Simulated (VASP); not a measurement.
Zr2TaGe2, 5 atoms in the cell. It takes space group P-3m1 (No. 164, trigonal). Conventional cell: a = 4.097 Å, b = 4.097 Å, c = 6.885 Å, α = 90.00°, β = 90.00°, γ = 120.00°. Zr (site symmetry 3m) has 4 Ge at 2.49 to 2.57 Å and 3 Zr at 2.97 Å within 3.3 Å. Within 3.9 Å of Ta (site symmetry -3m) lie 6 Ge at 2.95 Å and 6 Zr at 3.47 Å. Ge (site symmetry 3m) has 4 Zr at 2.49 to 2.57 Å and 3 Ta at 2.95 Å within 3.3 Å. The cell was built from a structure type or drawn by symmetry, and may not be a known phase.

```yaml
Program: VASP 6.6.1
Task: single point
Functional: PBE
Potentials_or_basis: VASP PAW PBE potentials, release 64 (Zr_sv, Ta_pv, Ge_d)
Cutoff: 520 eV
k_mesh: 6 × 6 × 4
Occupations: gaussian, width 0.1 eV
Spin: no spin polarisation
Dipole_correction: no
Further_INCAR_settings: ALGO = Normal; EDIFF = 1e-06; NBANDS = 40
```

Potentials or basis: VASP PAW PBE potentials, release 64 (Zr_sv, Ta_pv, Ge_d).

Command:

```bash
$ cat potpaw_PBE.64/Zr_sv/POTCAR potpaw_PBE.64/Ta_pv/POTCAR potpaw_PBE.64/Ge_d/POTCAR > POTCAR
$ mpirun -np 1 vasp_std > vasp.out
```

Hardware: 1 thread of Intel(R) Xeon(R) Platinum 8175M CPU @ 2.50GHz (Skylake/Cascade Lake), on a shared host.

How long does it take, and how much memory?

It took 2.1 min on 1 thread of Intel(R) Xeon(R) Platinum 8175M CPU @ 2.50GHz (Skylake/Cascade Lake), on a shared host, peak memory 0.26 GiB. Counts: scf iterations 15, k points 24.
